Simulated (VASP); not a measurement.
Set up this calculation in VASP 6.6.1, as the native input.

```yaml
Task: single point
Functional: PBE
Potentials_or_basis: VASP PAW PBE potentials, release 64 (Mg, O)
Cutoff: 520 eV
k_mesh: 12 × 12 × 6
Occupations: fermi-dirac, width 0.02 eV
Spin: no spin polarisation
Dipole_correction: no
Further_INCAR_settings: ALGO = Normal; EDIFF = 1e-06; NBANDS = 16
```

The structure of MgO lies in POSCAR:

```
MgO
1.0
    3.2553350558      0.0000000000      0.0000000000
   -1.6276675279      2.8192028561      0.0000000000
    0.0000000000      0.0000000000      5.1059905300
Mg O
2 2
Direct
    0.3333333333      0.6666666667     -0.0066133739
    0.6666666667      0.3333333333      0.4933866261
    0.3333333333      0.6666666667      0.3816133739
    0.6666666667      0.3333333333      0.8816133739
```

This cell differs from its parent crystal: epitaxial xy strain -1.0%.

These files were run (other wordings do the same):

INCAR

```
SYSTEM = MgO
ALGO     = Normal         ! electronic algorithm
EDIFF    = 1E-6           ! SCF threshold, eV
ENCUT    = 520            ! plane-wave cutoff, eV
GGA      = PE             ! functional
ISIF     = 2              ! what is computed and relaxed
ISMEAR   = -1             ! smearing method
LASPH    = .TRUE.         ! aspherical terms in the spheres
LCHARG   = .FALSE.        ! write CHGCAR
LREAL    = .FALSE.        ! projectors in reciprocal space
LWAVE    = .FALSE.        ! write WAVECAR
NBANDS   = 16             ! bands
NELM     = 100            ! most SCF steps
PREC     = Accurate       ! precision mode
SIGMA    = 0.02           ! smearing width, eV
```

KPOINTS

```
k-points
0
G
  12 12 6
  0 0 0
```

Potentials or basis: VASP PAW PBE potentials, release 64 (Mg, O).

The run is started by

```console
$ cat potpaw_PBE.64/Mg/POTCAR potpaw_PBE.64/O/POTCAR > POTCAR
$ mpirun -np 1 vasp_std > vasp.out
```

It gave:

| Quantity | Value |
| --- | --- |
| Pressure | 4.7 GPa |
| Largest force | 0.005 eV/Å |
| Band gap on the k mesh | 3.66 eV, direct |

Caveat: the cell differs from its parent crystal (epitaxial xy strain -1.0%).

Wall time 40 s on 1 thread of Intel(R) Xeon(R) Platinum 8259CL CPU @ 2.50GHz (Skylake/Cascade Lake), on a shared host, peak memory 0.19 GiB.
